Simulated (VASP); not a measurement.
# V (Im-3m) in VASP: single point with LDA

Aim: the single point of V with LDA.

Program: VASP 6.6.1. These are calculated values, not measurements. Logs are shortened: lines on timing, memory, paths and dates and some standing lists are left out, and cuts for length are marked.

## (1) The cell of the first run

It takes space group Im-3m (No. 229, cubic). The conventional cell has a = 2.922 Å, b = 2.922 Å, c = 2.922 Å, α = 90.00°, β = 90.00°, γ = 90.00°. V (site symmetry m-3m) has 14 V at 2.53 to 2.92 Å within 3.3 Å.

## (2) Single point, LDA

The input, INCAR:

```
SYSTEM = V
PREC = Accurate
ENCUT = 520
EDIFF = 1E-6
ISMEAR = -1
SIGMA = 0.13605693000000002
LREAL = .FALSE.
LASPH = .TRUE.
NELM = 60
ALGO = Normal
ISIF = 2
LWAVE = .FALSE.
LCHARG = .TRUE.
GGA = CA
LELF = .TRUE.
LVHAR = .TRUE.
NBANDS = 12
```

The input, KPOINTS:

```
Automatic mesh
0
G
  16 16 16
  0 0 0
```

The input, POSCAR:

```
V
1.0
   -1.4609945060      1.4609945060      1.4609945060
    1.4609945060     -1.4609945060      1.4609945060
    1.4609945060      1.4609945060     -1.4609945060
V
1
Direct
    0.0000000000      0.0000000000      0.0000000000
```

Potentials or basis: VASP PAW LDA potentials, release 64 (V_sv).

Command:

```bash
cat potpaw_LDA.64/V_sv/POTCAR > POTCAR
mpirun -np 1 vasp_std > vasp.out
```

OUTCAR:

```text
SYSTEM = V
   PREC = Accurate
   ENCUT = 520
   EDIFF = 1E-6
   ISMEAR = -1
   LREAL = .FALSE.
   LASPH = .TRUE.
   NELM = 60
   ISIF = 2
   GGA = CA

 ion  position               nearest neighbor table
   1  0.000  0.000  0.000-

  LATTYP: Found a body centered cubic cell.
 ALAT       =     2.9219890120

  Lattice vectors:

 A1 = (  -1.4609945060,   1.4609945060,   1.4609945060)
 A2 = (   1.4609945060,  -1.4609945060,   1.4609945060)
 A3 = (   1.4609945060,   1.4609945060,  -1.4609945060)

Analysis of symmetry for initial positions (statically):
=====================================================================
 Subroutine PRICEL returns:
 Original cell was already a primitive cell.

 Routine SETGRP: Setting up the symmetry group for a
 body centered cubic supercell.

 Subroutine GETGRP returns: Found 48 space group operations
 (whereof 48 operations were pure point group operations)
 out of a pool of 48 trial point group operations.

The static configuration has the point symmetry O_h .

Analysis of symmetry for dynamics (positions and initial velocities):
=====================================================================
 Subroutine PRICEL returns:
 Original cell was already a primitive cell.

 Routine SETGRP: Setting up the symmetry group for a
 body centered cubic supercell.

 Subroutine GETGRP returns: Found 48 space group operations
 (whereof 48 operations were pure point group operations)
 out of a pool of 48 trial point group operations.

The dynamic configuration has the point symmetry O_h .

 Subroutine INISYM returns: Found 48 space group operations
 (whereof 48 operations are pure point group operations),
 and found     1 'primitive' translations

----------------------------------------------------------------------------------------

                                     Primitive cell

  volume of cell :      12.4740

  direct lattice vectors                    reciprocal lattice vectors
    -1.460994506  1.460994506  1.460994506     0.000000000  0.342232635  0.342232635
     1.460994506 -1.460994506  1.460994506     0.342232635  0.000000000  0.342232635
     1.460994506  1.460994506 -1.460994506     0.342232635  0.342232635  0.000000000

  length of vectors
     2.530516714  2.530516714  2.530516714     0.483990034  0.483990034  0.483990034

  position of ions in fractional coordinates (direct lattice)
     0.000000000  0.000000000  0.000000000

  ion indices of the primitive-cell ions
   primitive index   ion index
                 1           1

----------------------------------------------------------------------------------------

 KPOINTS: Automatic mesh

Automatic generation of k-mesh.
 Grid dimensions read from file:
 generate k-points for:   16   16   16

 Generating k-lattice:

  Cartesian coordinates                     Fractional coordinates (reciprocal lattice)
     0.000000000  0.021389540  0.021389540     0.062500000  0.000000000  0.000000000
     0.021389540  0.000000000  0.021389540     0.000000000  0.062500000  0.000000000
     0.021389540  0.021389540  0.000000000     0.000000000  0.000000000  0.062500000

  Length of vectors
     0.030249377  0.030249377  0.030249377

  Shift w.r.t. Gamma in fractional coordinates (k-lattice)
     0.000000000  0.000000000  0.000000000

 Subroutine IBZKPT returns following result:
 ===========================================

 Found    145 irreducible k-points:

 Following reciprocal coordinates:
            Coordinates               Weight
  0.000000  0.000000  0.000000      1.000000
  0.062500  0.000000  0.000000     12.000000
  0.125000  0.000000  0.000000     12.000000
  0.187500  0.000000  0.000000     12.000000
  0.250000  0.000000  0.000000     12.000000
  0.312500  0.000000  0.000000     12.000000
[... 16 lines left out ...]
  0.187500  0.187500  0.000000     24.000000
  0.250000  0.187500  0.000000     48.000000
 [... further k-points ...]
   k-points           NKPTS =    145   k-points in BZ     NKDIM =    145   number of bands    NBANDS=     12
   number of dos      NEDOS =    301   number of ions     NIONS =      1
   total plane-waves  NPLWV =   8000
   dimension x,y,z NGX =    20 NGY =   20 NGZ =   20
   dimension x,y,z NGXF=    40 NGYF=   40 NGZF=   40
   ions per type =               1
   NGX,Y,Z   is equivalent  to a cutoff of  13.14, 13.14, 13.14 a.u.
   NGXF,Y,Z  is equivalent  to a cutoff of  26.28, 26.28, 26.28 a.u.
 SYSTEM =  V
   PREC   = accura    normal or accurate (medium, high low for compatibility)
   ISTART =      0    job   : 0-new  1-cont  2-samecut
   ICHARG =      2    charge: 1-file 2-atom 10-const
   ISPIN  =      1    spin polarized calculation?
   LNONCOLLINEAR =      F non collinear calculations
   LSORBIT =      F    spin-orbit coupling
   LASPH  =      T    aspherical Exc in radial PAW
   ENCUT  =  520.0 eV  38.22 Ry    6.18 a.u.   4.71  4.71  4.71*2*pi/ulx,y,z
   NELM   =     60;   NELMIN=  2; NELMDL= -5     # of ELM steps
   EDIFF  = 0.1E-05   stopping-criterion for ELM
   LREAL  =      F    real-space projection
   EDIFFG = 0.1E-04   stopping-criterion for IOM
   NSW    =      0    number of steps for IOM
   IBRION =     -1    ionic relax: 0-MD 1-quasi-New 2-CG
   NFREE  =      0    steps in history (QN), initial steepest desc. (CG)
   ISIF   =      2    stress and relaxation
   ISYM   =      2    0-nonsym 1-usesym 2-fastsym
   POTIM  = 0.5000    time-step for ionic-motion
   TEBEG  =    0.0;   TEEND  =   0.0 temperature during run
   PSTRESS=    0.0 pullay stress
   NELECT =      13.0000    total number of electrons
   NUPDOWN=      -1.0000    fix difference up-down
   EMIN   =  10.00;   EMAX   =-10.00  energy-range for DOS
   EFERMI =   0.00;   METHOD = LEGACY
   ISMEAR =    -1;   SIGMA  =   0.14  broadening in eV -4-tet -1-fermi 0-gaus
   EFERMI_NEDOS =   21; number of points for ismear=-14 and -15
   IALGO  =     38    algorithm
   IMIX   =      4    mixing-type and parameters
     AMIX     =   0.40;   BMIX     =  1.00
     AMIX_MAG =   1.60;   BMIX_MAG =  1.00
  volume/ion in A,a.u.               =      12.47        84.18
  Fermi-wavevector in a.u.,A,eV,Ry     =   1.659793  3.136555 37.482883  2.754914
  Thomas-Fermi vector in A             =   2.747141
   LORBIT       =      0    0 simple, 1 ext, 2 COOP (PROOUT), +10 PAW based schemes
   GGA     = CA    functional components
   LHFCALC =     F    Hartree Fock is set to
   AEXX    =    0.0000 exact exchange contribution
   IVDW    =     0    specifies the selected vdW correction
   LEPSILON=     F    determine dielectric tensor
   LRPA    =     F    only Hartree local field effects (RPA)
 non-spin polarized calculation
  energy-cutoff  :      520.00
  volume of cell :       12.47
 maximum number of plane-waves:       370
   NGX =  9   NGY =  9   NGZ =  9

 number of electron      13.0000010 magnetization

 Free energy of the ion-electron system (eV)
  ---------------------------------------------------
  ext. energy  EPLUGINS =         0.00000000
  ---------------------------------------------------
  free energy    TOTEN  =        -9.99680632 eV

  energy without entropy =       -9.90193303  energy(sigma->0) =       -9.94936967

 E-fermi :  10.5158     XC(G=0): -13.6532

 val. band max:       10.5148249921   @ k =   0.0625   0.0625   0.0625
 cond. band min:      10.5308041230   @ k =   0.3125   0.1250  -0.0000
 fundamental gap:      0.0159791309
 Fermi energy:        10.5158490315

 k-point     1 :       0.0000    0.0000    0.0000
  band No.  band energies     occupation
      1     -52.3971      2.00000
      2     -25.9545      2.00000
      3     -25.9545      2.00000
      4     -25.9545      2.00000
      5       3.8160      2.00000
      6      10.8824      0.12668
      7      10.8824      0.12668
      8      10.8824      0.12668
      9      13.0800      0.00000
     10      13.0800      0.00000
     11      31.6150      0.00000
     12      31.6150      0.00000

 k-point     2 :       0.0625    0.0000    0.0000
  band No.  band energies     occupation
      1     -52.3866      2.00000
      2     -26.0018      2.00000
      3     -25.9686      2.00000
      4     -25.9549      2.00000
      5       3.9862      2.00000
      6      10.8067      0.21098
      7      10.8667      0.14106
      8      11.0083      0.05221
      9      12.9914      0.00000
     10      13.0847      0.00000
     11      31.3978      0.00000
     12      31.6100      0.00000

 k-point     3 :       0.1250    0.0000    0.0000
  band No.  band energies     occupation
      1     -52.3566      2.00000
      2     -26.1351      2.00000
      3     -26.0087      2.00000
      4     -25.9562      2.00000
      5       4.4758      2.00000
      6      10.5968      0.71084
      7      10.7906      0.23438
      8      11.3762      0.00358
      9      12.8043      0.00000
     10      13.1025      0.00000
     11      30.6902      0.00000
     12      31.4444      0.00000

 k-point     4 :       0.1875    0.0000    0.0000
  band No.  band energies     occupation
      1     -52.3115      2.00000
      2     -26.3317      2.00000
      3     -26.0682      2.00000
      4     -25.9580      2.00000
      5       5.2150      2.00000
      6      10.2970      1.66636
      7      10.6153      0.65007
      8      11.9558      0.00005
      9      12.6877      0.00000
     10      13.1413      0.00000
     11      29.4159      0.00000
     12      30.8347      0.00000

 k-point     5 :       0.2500    0.0000    0.0000
  band No.  band energies     occupation
      1     -52.2578      2.00000
      2     -26.5590      2.00000
      3     -26.1378      2.00000
      4     -25.9602      2.00000
      5       6.0556      2.00000
      6       9.9627      1.96626
      7      10.4449      1.25505
      8      12.6931      0.00000
      9      12.7276      0.00000
     10      13.2070      0.00000
     11      27.6593      0.00000
     12      29.8249      0.00000

 k-point     6 :       0.3125    0.0000    0.0000
  band No.  band energies     occupation
      1     -52.2037      2.00000
      2     -26.7819      2.00000
      3     -26.2067      2.00000
      4     -25.9624      2.00000
      5       6.7312      2.00000
      6       9.6468      1.99664
      7      10.5808      0.76573
      8      12.8722      0.00000
      9      13.2957      0.00000
     10      13.5045      0.00000
     11      25.6719      0.00000
     12      28.7341      0.00000

 k-point     7 :       0.3750    0.0000    0.0000
  band No.  band energies     occupation
      1     -52.1574      2.00000
      2     -26.9677      2.00000
      3     -26.2645      2.00000
      4     -25.9643      2.00000
      5       7.0205      2.00000
      6       9.3916      1.99948
      7      11.2251      0.01083
      8      13.0311      0.00000
      9      13.3907      0.00000
     10      14.2696      0.00000
     11      23.7548      0.00000
     12      27.8129      0.00000

 k-point     8 :       0.4375    0.0000    0.0000
  band No.  band energies     occupation
      1     -52.1263      2.00000
      2     -27.0902      2.00000
      3     -26.3030      2.00000
      4     -25.9656      2.00000
      5       7.0488      2.00000
      6       9.2270      1.99985
      7      12.0789      0.00002
      8      13.1203      0.00000
      9      13.4655      0.00000
     10      14.8334      0.00000
     11      22.2648      0.00000
     12      27.2066      0.00000
[... 166 lines left out ...]
 k-point    20 :       0.3125    0.1250   -0.0000
  band No.  band energies     occupation
      1     -52.1443      2.00000
      2     -26.9417      2.00000
      3     -26.3086      2.00000
      4     -26.0222      2.00000
      5       7.4444      2.00000
      6       9.4111      1.99941
      7      10.5308      0.94510
      8      12.8686      0.00000
      9      13.5906      0.00000
     10      15.0473      0.00000
     11      23.8351      0.00000
     12      27.1099      0.00000

 k-point    21 :       0.3750    0.1250    0.0000
  band No.  band energies     occupation
      1     -52.1156      2.00000
      2     -27.0397      2.00000
      3     -26.3591      2.00000
      4     -26.0249      2.00000
      5       7.4582      2.00000
      6       9.2791      1.99977
      7      11.0809      0.03094
      8      13.0026      0.00000
      9      13.7443      0.00000
     10      15.8329      0.00000
     11      22.2540      0.00000
     12      26.5841      0.00000

 k-point    22 :       0.4375    0.1250    0.0000
  band No.  band energies     occupation
      1     -52.1055      2.00000
      2     -27.0738      2.00000
      3     -26.3769      2.00000
      4     -26.0257      2.00000
      5       7.4356      2.00000
      6       9.2340      1.99984
      7      11.3241      0.00525
      8      13.0305      0.00000
      9      13.8420      0.00000
     10      16.1852      0.00000
     11      21.5931      0.00000
     12      26.3973      0.00000

 k-point    23 :       0.1875    0.1875    0.0000
  band No.  band energies     occupation
      1     -52.1913      2.00000
      2     -26.7556      2.00000
      3     -26.2295      2.00000
      4     -26.0387      2.00000
      5       7.2203      2.00000
      6       9.6232      1.99717
      7       9.9489      1.96948
      8      12.5606      0.00000
      9      13.4943      0.00000
     10      14.1756      0.00000
     11      26.6958      0.00000
     12      27.2283      0.00000

 k-point    24 :       0.2500    0.1875    0.0000
  band No.  band energies     occupation
      1     -52.1486      2.00000
      2     -26.8741      2.00000
      3     -26.3261      2.00000
      4     -26.0540      2.00000
      5       7.7642      2.00000
      6       9.3856      1.99951
      7      10.0149      1.95090
      8      12.7132      0.00000
      9      13.5897      0.00000
     10      15.2254      0.00000
     11      24.9254      0.00000
     12      26.1892      0.00000

 [... further k-points ...]
[... 5 lines left out ...]
  --------------------------------------------------------------------------------------
  -------------------------------------------------------------------------------------
  Total        0.1582092      0.1582092      0.1582092     -0.0000000      0.0000000     -0.0000000
  in kB       20.3206074     20.3206074     20.3206074     -0.0000000      0.0000000     -0.0000000
  external PRESSURE =      20.3206074 kB  Pullay stress =       0.0000000 kB

 VOLUME and BASIS-vectors are now :
 -----------------------------------------------------------------------------
  energy-cutoff  :      520.00
  volume of cell :       12.47
      direct lattice vectors                 reciprocal lattice vectors
    -1.460994506  1.460994506  1.460994506     0.000000000  0.342232635  0.342232635
     1.460994506 -1.460994506  1.460994506     0.342232635  0.000000000  0.342232635
     1.460994506  1.460994506 -1.460994506     0.342232635  0.342232635  0.000000000

 POSITION                                       TOTAL-FORCE (eV/Angst)
 -----------------------------------------------------------------------------------
      0.00000      0.00000      0.00000         0.000000      0.000000     -0.000000
 -----------------------------------------------------------------------------------
    total drift:                                0.000000     -0.000000      0.000000

  FREE ENERGIE OF THE ION-ELECTRON SYSTEM (eV)
  ---------------------------------------------------
  free  energy   TOTEN  =        -9.9968063193 eV

  energy  without entropy=       -9.9019330296  energy(sigma->0) =       -9.94936967
```

It took 24 s on 1 thread of Intel Xeon Platinum 8488C (Sapphire Rapids), shared host; peak memory 0.13 GiB.

Results:

```
Free energy : -9.9968 eV
Pressure    : 2.0 GPa
```
